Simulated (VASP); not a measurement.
# Ga5N4 in VASP: a series of runs

Runs on Ga5N4. Level: PBEsol. Tasks: single point.

All numbers are computed with VASP 6.6.1; they aren't measurements. Logs are shortened: lines on timing, memory, paths and dates and some standing lists are left out, and cuts for length are marked.

**1. The cell of the first run**

The cell holds a slab with vacuum, 9 atoms: a = 3.181 Å, b = 3.181 Å, c = 23.996 Å, α = 90.00°, β = 90.00°, γ = 90.00°.

**2. Single point, PBEsol**

INCAR reads:

```
SYSTEM = Ga5N4
ALGO = Normal
DIPOL = 0.5 0.5 0.500
EDIFF = 1E-6
ENCUT = 520
GGA = PS
IDIPOL = 3
ISIF = 2
ISMEAR = 0
LASPH = .TRUE.
LCHARG = .FALSE.
LDIPOL = .TRUE.
LREAL = .FALSE.
LWAVE = .FALSE.
NBANDS = 52
NELM = 60
PREC = Accurate
SIGMA = 0.05
```

KPOINTS reads:

```
k-points
0
G
  8 8 1
  0 0 0
```

POSCAR reads:

```
Ga5N4
1.0
    3.1807290375      0.0000000000      0.0000000000
    0.0000000000      3.1807290375      0.0000000000
    0.0000000000      0.0000000000     23.9964602861
Ga N
5 4
Direct
    0.5000000000      0.5000000000      0.3125460968
    0.0000000000      0.0000000000      0.4062730484
    0.5000000000      0.5000000000      0.5000000000
    0.0000000000      0.0000000000      0.5937269516
    0.5000000000      0.5000000000      0.6874539032
    0.5000000000      0.0000000000      0.3594095726
    0.0000000000      0.5000000000      0.4531365242
    0.5000000000      0.0000000000      0.5468634758
    0.0000000000      0.5000000000      0.6405904274
```

Potentials or basis: VASP PAW PBE potentials, release 64 (Ga_d, N).

Launch:

```console
> cat potpaw_PBE.64/Ga_d/POTCAR potpaw_PBE.64/N/POTCAR > POTCAR
> mpirun -np 1 vasp_std > vasp.out
```

OUTCAR:

```text
SYSTEM = Ga5N4
   EDIFF = 1E-6
   ENCUT = 520
   GGA = PS
   ISIF = 2
   ISMEAR = 0
   LASPH = .TRUE.
   LREAL = .FALSE.
   NELM = 60
   PREC = Accurate

 ion  position               nearest neighbor table
   1  0.500  0.500  0.313-   6 1.95   6 1.95
   2  0.000  0.000  0.406-   7 1.95   7 1.95   6 1.95   6 1.95
   3  0.500  0.500  0.500-   7 1.95   8 1.95   8 1.95   7 1.95
   4  0.000  0.000  0.594-   8 1.95   8 1.95   9 1.95   9 1.95
   5  0.500  0.500  0.687-   9 1.95   9 1.95
   6  0.500  0.000  0.359-   1 1.95   2 1.95   1 1.95   2 1.95
   7  0.000  0.500  0.453-   2 1.95   2 1.95   3 1.95   3 1.95
   8  0.500  0.000  0.547-   4 1.95   4 1.95   3 1.95   3 1.95
   9  0.000  0.500  0.641-   4 1.95   5 1.95   4 1.95   5 1.95

  LATTYP: Found a simple tetragonal cell.
 ALAT       =     3.1807290375
 C/A-ratio  =     7.5443271034

  Lattice vectors:

 A1 = (   3.1807290375,   0.0000000000,   0.0000000000)
 A2 = (   0.0000000000,   3.1807290375,   0.0000000000)
 A3 = (   0.0000000000,   0.0000000000,  23.9964602861)

Analysis of symmetry for initial positions (statically):
=====================================================================
 Subroutine PRICEL returns:
 Original cell was already a primitive cell.

 Routine SETGRP: Setting up the symmetry group for a
 simple tetragonal supercell.

 Subroutine GETGRP returns: Found  8 space group operations
 (whereof  8 operations were pure point group operations)
 out of a pool of 16 trial point group operations.

The static configuration has the point symmetry D_2d.

Analysis of symmetry for dynamics (positions and initial velocities):
=====================================================================
 Subroutine PRICEL returns:
 Original cell was already a primitive cell.

 Routine SETGRP: Setting up the symmetry group for a
 simple tetragonal supercell.

 Subroutine GETGRP returns: Found  8 space group operations
 (whereof  8 operations were pure point group operations)
 out of a pool of 16 trial point group operations.

The dynamic configuration has the point symmetry D_2d.

 Subroutine INISYM returns: Found  8 space group operations
 (whereof  8 operations are pure point group operations),
 and found     1 'primitive' translations

----------------------------------------------------------------------------------------

                                     Primitive cell

  volume of cell :     242.7731

  direct lattice vectors                    reciprocal lattice vectors
     3.180729037  0.000000000  0.000000000     0.314393332  0.000000000  0.000000000
     0.000000000  3.180729037  0.000000000     0.000000000  0.314393332  0.000000000
     0.000000000  0.000000000 23.996460286     0.000000000  0.000000000  0.041672813

  length of vectors
     3.180729037  3.180729037 23.996460286     0.314393332  0.314393332  0.041672813

  position of ions in fractional coordinates (direct lattice)
     0.500000000  0.500000000  0.312546097
     0.000000000  0.000000000  0.406273048
     0.500000000  0.500000000  0.500000000
     0.000000000  0.000000000  0.593726952
     0.500000000  0.500000000  0.687453903
     0.500000000  0.000000000  0.359409573
     0.000000000  0.500000000  0.453136524
     0.500000000  0.000000000  0.546863476
     0.000000000  0.500000000  0.640590427

  ion indices of the primitive-cell ions
   primitive index   ion index
                 1           1
                 2           2
                 3           3
                 4           4
                 5           5
                 6           6
                 7           7
                 8           8
                 9           9

----------------------------------------------------------------------------------------

 KPOINTS: k-points

Automatic generation of k-mesh.
 Grid dimensions read from file:
 generate k-points for:    8    8    1

 Generating k-lattice:

  Cartesian coordinates                     Fractional coordinates (reciprocal lattice)
     0.039299166  0.000000000  0.000000000     0.125000000  0.000000000  0.000000000
     0.000000000  0.039299166  0.000000000     0.000000000  0.125000000  0.000000000
     0.000000000  0.000000000  0.041672813     0.000000000  0.000000000  1.000000000

  Length of vectors
     0.039299166  0.039299166  0.041672813

  Shift w.r.t. Gamma in fractional coordinates (k-lattice)
     0.000000000  0.000000000  0.000000000

 Subroutine IBZKPT returns following result:
 ===========================================

 Found     15 irreducible k-points:

 Following reciprocal coordinates:
            Coordinates               Weight
  0.000000  0.000000  0.000000      1.000000
  0.125000  0.000000  0.000000      4.000000
  0.250000  0.000000  0.000000      4.000000
  0.375000  0.000000  0.000000      4.000000
  0.500000  0.000000  0.000000      2.000000
  0.125000  0.125000  0.000000      4.000000
  0.250000  0.125000  0.000000      8.000000
  0.375000  0.125000  0.000000      8.000000
  0.500000  0.125000  0.000000      4.000000
  0.250000  0.250000  0.000000      4.000000
  0.375000  0.250000  0.000000      8.000000
  0.500000  0.250000  0.000000      4.000000
  0.375000  0.375000  0.000000      4.000000
  0.500000  0.375000  0.000000      4.000000
  0.500000  0.500000  0.000000      1.000000
   k-points           NKPTS =     15   k-points in BZ     NKDIM =     15   number of bands    NBANDS=     52
   number of dos      NEDOS =    301   number of ions     NIONS =      9
   total plane-waves  NPLWV = 103680
   dimension x,y,z NGX =    24 NGY =   24 NGZ =  180
   dimension x,y,z NGXF=    48 NGYF=   48 NGZF=  360
   ions per type =               5   4
   NGX,Y,Z   is equivalent  to a cutoff of  12.54, 12.54, 12.47 a.u.
   NGXF,Y,Z  is equivalent  to a cutoff of  25.09, 25.09, 24.94 a.u.
 SYSTEM =  Ga5N4
   PREC   = accura    normal or accurate (medium, high low for compatibility)
   ISTART =      0    job   : 0-new  1-cont  2-samecut
   ICHARG =      2    charge: 1-file 2-atom 10-const
   ISPIN  =      1    spin polarized calculation?
   LNONCOLLINEAR =      F non collinear calculations
   LSORBIT =      F    spin-orbit coupling
   LASPH  =      T    aspherical Exc in radial PAW
   ENCUT  =  520.0 eV  38.22 Ry    6.18 a.u.   5.91  5.91 44.62*2*pi/ulx,y,z
   NELM   =     60;   NELMIN=  2; NELMDL= -5     # of ELM steps
   EDIFF  = 0.1E-05   stopping-criterion for ELM
   LREAL  =      F    real-space projection
   EDIFFG = 0.1E-04   stopping-criterion for IOM
   NSW    =      0    number of steps for IOM
   IBRION =     -1    ionic relax: 0-MD 1-quasi-New 2-CG
   NFREE  =      0    steps in history (QN), initial steepest desc. (CG)
   ISIF   =      2    stress and relaxation
   ISYM   =      2    0-nonsym 1-usesym 2-fastsym
   POTIM  = 0.5000    time-step for ionic-motion
   TEBEG  =    0.0;   TEEND  =   0.0 temperature during run
   PSTRESS=    0.0 pullay stress
   NELECT =      85.0000    total number of electrons
   NUPDOWN=      -1.0000    fix difference up-down
   EMIN   =  10.00;   EMAX   =-10.00  energy-range for DOS
   EFERMI =   0.00;   METHOD = LEGACY
   ISMEAR =     0;   SIGMA  =   0.05  broadening in eV -4-tet -1-fermi 0-gaus
   EFERMI_NEDOS =   21; number of points for ismear=-14 and -15
   IALGO  =     38    algorithm
   IMIX   =      4    mixing-type and parameters
     AMIX     =   0.40;   BMIX     =  1.00
     AMIX_MAG =   1.60;   BMIX_MAG =  1.00
  volume/ion in A,a.u.               =      26.97       182.03
  Fermi-wavevector in a.u.,A,eV,Ry     =   1.153845  2.180452 18.114242  1.331359
  Thomas-Fermi vector in A             =   2.290486
   LORBIT       =      0    0 simple, 1 ext, 2 COOP (PROOUT), +10 PAW based schemes
   GGA     = PS    functional components
   LHFCALC =     F    Hartree Fock is set to
   AEXX    =    0.0000 exact exchange contribution
   IVDW    =     0    specifies the selected vdW correction
   LEPSILON=     F    determine dielectric tensor
   LRPA    =     F    only Hartree local field effects (RPA)
 non-spin polarized calculation
 Gauss-broadening in eV      SIGMA  =   0.05
  energy-cutoff  :      520.00
  volume of cell :      242.77
 maximum number of plane-waves:      6596
 NGX is ok and might be reduce to    24
   NGX = 11   NGY = 11   NGZ = 89

 dipolmoment           0.000000      0.000000      0.000000 electrons x Angstroem

 number of electron      84.9999967 magnetization

 dipolmoment           0.000000      0.000000     -0.000000 electrons x Angstroem

 Free energy of the ion-electron system (eV)
  ---------------------------------------------------
  ext. energy  EPLUGINS =         0.00000000
  ---------------------------------------------------
  free energy    TOTEN  =       -52.90337098 eV

  energy without entropy =      -52.89745947  energy(sigma->0) =      -52.90041523

 E-fermi :  -0.0780     XC(G=0):  -6.1133

 val. band max:       -0.1778585286   @ k =   0.3750   0.1250   0.0000
 cond. band min:      -0.0592631177   @ k =   0.3750   0.2500   0.0000
 fundamental gap:      0.1185954109
 Fermi energy:        -0.0780161671

 k-point     1 :       0.0000    0.0000    0.0000
  band No.  band energies     occupation
      1     -17.0901      2.00000
      2     -16.7301      2.00000
      3     -16.3589      2.00000
      4     -16.1516      2.00000
      5     -14.6749      2.00000
      6     -14.6689      2.00000
[... 44 lines left out ...]
     51       5.8187      0.00000
     52       5.9712      0.00000

 k-point     2 :       0.1250    0.0000    0.0000
  band No.  band energies     occupation
      1     -16.9841      2.00000
      2     -16.6621      2.00000
      3     -16.3359      2.00000
      4     -16.1487      2.00000
      5     -14.6601      2.00000
      6     -14.6580      2.00000
[... 44 lines left out ...]
     51       6.0554      0.00000
     52       6.1705      0.00000

 k-point     3 :       0.2500    0.0000    0.0000
  band No.  band energies     occupation
      1     -16.7218      2.00000
      2     -16.5066      2.00000
      3     -16.2906      2.00000
      4     -16.1514      2.00000
      5     -14.6369      2.00000
      6     -14.6254      2.00000
[... 44 lines left out ...]
     51       6.2363      0.00000
     52       6.6969      0.00000
[... 551 lines left out ...]
 k-point    14 :       0.5000    0.3750    0.0000
  band No.  band energies     occupation
      1     -16.1348      2.00000
      2     -16.1334      2.00000
      3     -16.1157      2.00000
      4     -16.1141      2.00000
      5     -14.6034      2.00000
      6     -14.5856      2.00000
[... 44 lines left out ...]
     51       5.8823      0.00000
     52       6.8388      0.00000

 k-point    15 :       0.5000    0.5000    0.0000
  band No.  band energies     occupation
      1     -16.1154      2.00000
      2     -16.1154      2.00000
      3     -16.0964      2.00000
      4     -16.0964      2.00000
      5     -14.6164      2.00000
      6     -14.5915      2.00000
[... 44 lines left out ...]
     51       5.9882      0.00000
     52       6.1722      0.00000

------------------------ aborting loop because EDIFF is reached ----------------------------------------

 vacuum level on the upper side and lower side of the slab       (xc-potential included)        -0.141        -0.141

  FORCE on cell =-STRESS in cart. coord.  units (eV):
  Direction    XX          YY          ZZ          XY          YZ          ZX
  --------------------------------------------------------------------------------------
  -------------------------------------------------------------------------------------
  Total       -0.8580995     -0.8580995      2.1622716      0.0000000      0.0000000      0.0000000
  in kB       -5.6630146     -5.6630146     14.2698790      0.0000000      0.0000000      0.0000000
  external PRESSURE =       0.9812832 kB  Pullay stress =       0.0000000 kB

 VOLUME and BASIS-vectors are now :
 -----------------------------------------------------------------------------
  energy-cutoff  :      520.00
  volume of cell :      242.77
      direct lattice vectors                 reciprocal lattice vectors
     3.180729037  0.000000000  0.000000000     0.314393332  0.000000000  0.000000000
     0.000000000  3.180729037  0.000000000     0.000000000  0.314393332  0.000000000
     0.000000000  0.000000000 23.996460286     0.000000000  0.000000000  0.041672813

 POSITION                                       TOTAL-FORCE (eV/Angst)
 -----------------------------------------------------------------------------------
      1.59036      1.59036      7.50000         0.000000      0.000000     -0.846131
      0.00000      0.00000      9.74912         0.000000      0.000000      0.165185
      1.59036      1.59036     11.99823         0.000000      0.000000      0.000000
      0.00000      0.00000     14.24735        -0.000000      0.000000     -0.165185
      1.59036      1.59036     16.49646         0.000000      0.000000      0.846131
      1.59036      0.00000      8.62456         0.000000      0.000000      0.686012
      0.00000      1.59036     10.87367        -0.000000      0.000000      0.008824
      1.59036      0.00000     13.12279         0.000000      0.000000     -0.008824
      0.00000      1.59036     15.37190        -0.000000      0.000000     -0.686012
 -----------------------------------------------------------------------------------
    total drift:                                0.000000     -0.000000     -0.000000

  FREE ENERGIE OF THE ION-ELECTRON SYSTEM (eV)
  ---------------------------------------------------
  free  energy   TOTEN  =       -52.9033709774 eV

  energy  without entropy=      -52.8974594747  energy(sigma->0) =      -52.90041523

 vacuum level on the upper side and lower side of the slab         5.170         5.170
```

Run time: 10 min. Hardware: 1 thread of AMD EPYC 7R13, shared host; peak memory 0.35 GiB.

What came out:

```
Free energy   : -52.9034 eV
Largest force : 0.846 eV/Å
```

Forces in eV/Å, atoms in the order of the input:
```
Ga   0.000  0.000 -0.846
Ga   0.000  0.000  0.165
Ga   0.000  0.000  0.000
Ga   0.000  0.000 -0.165
Ga   0.000  0.000  0.846
N    0.000  0.000  0.686
N    0.000  0.000  0.009
N    0.000  0.000 -0.009
N    0.000  0.000 -0.686
```

Levels at points of the mesh, in eV from the Fermi level:
```tsv
k point	band 40	band 41	band 42	band 43	band 44	band 45	band 46	band 47
(0.00, 0.00, 0.00)	-1.50	-1.50	-1.45	-0.51	1.63	2.05	2.72	2.78
(0.50, 0.00, 0.00)	-2.19	-2.15	-0.62	0.55	0.56	3.11	4.24	4.50
(0.50, 0.50, 0.00)	-4.12	-4.12	0.03	0.03	1.36	1.40	3.12	3.12
```

Caveat: the PAW data sets were made with another functional, which shifts forces and pressure a little.

**3. Single point, PBEsol**

INCAR reads:

```
PREC = Accurate ; ENCUT = 520
EDIFF = 1E-6 ; ISMEAR = 0
SIGMA = 0.05 ; LREAL = False
LASPH = True ; NELM = 60
ALGO = Normal ; ISIF = 2
LWAVE = False ; LCHARG = False
LDIPOL = True ; IDIPOL = 3
DIPOL = 0.5 0.5 0.500 ; GGA = PS
NBANDS = 52
```

KPOINTS reads:

```
regular mesh
0
Gamma
  8 8 1
```

POSCAR reads:

```
Ga5N4
1.0
    3.1807290375      0.0000000000      0.0000000000
    0.0000000000      3.1807290375      0.0000000000
    0.0000000000      0.0000000000     23.9964602861
Ga N
5 4
Direct
    0.5000000000      0.5000000000      0.3093619961
    0.0000000000      0.0000000000      0.4063015831
    0.5000000000      0.5000000000      0.4999997460
    0.0000000000      0.0000000000      0.5936985508
    0.5000000000      0.5000000000      0.6906381681
    0.5000000000      0.0000000000      0.3593340708
    0.0000000000      0.5000000000      0.4531700518
    0.5000000000      0.0000000000      0.5468295247
    0.0000000000      0.5000000000      0.6406663085
```

Potentials or basis: VASP PAW PBE potentials, release 64 (Ga_d, N).

Launch:

```console
> cat potpaw_PBE.64/Ga_d/POTCAR potpaw_PBE.64/N/POTCAR > POTCAR
> mpirun -np 1 vasp_std > vasp.out
```

Run time: 10 min. Hardware: 1 thread of AMD EPYC 7R13, shared host; peak memory 0.35 GiB.

Results (log left out):

* Free energy: -52.9680 eV
* Largest force: 0.009 eV/Å

Forces in eV/Å, atoms in the order of the input:
```
Ga   0.000  0.000 -0.002
Ga   0.000  0.000  0.001
Ga   0.000  0.000  0.000
Ga   0.000  0.000 -0.001
Ga   0.000  0.000  0.002
N    0.000  0.000  0.009
N    0.000  0.000 -0.001
N    0.000  0.000  0.001
N    0.000  0.000 -0.009
```

Levels at points of the mesh, in eV from the Fermi level:
```
           k point  band 39  band 40  band 41  band 42  band 43  band 44  band 45  band 46  band 47  band 48
(0.00, 0.00, 0.00)    -1.90    -1.38    -1.18    -1.18    -0.44     1.78     2.32     2.98     3.03     4.95
(0.50, 0.00, 0.00)    -1.91    -1.88    -1.67    -0.62     0.46     0.52     3.10     4.50     4.71     5.79
(0.50, 0.50, 0.00)    -3.92    -3.81    -3.81     0.26     0.26     1.29     1.34     3.32     3.32     5.64
```

Caveat: the PAW data sets were made with another functional, which shifts forces and pressure a little.
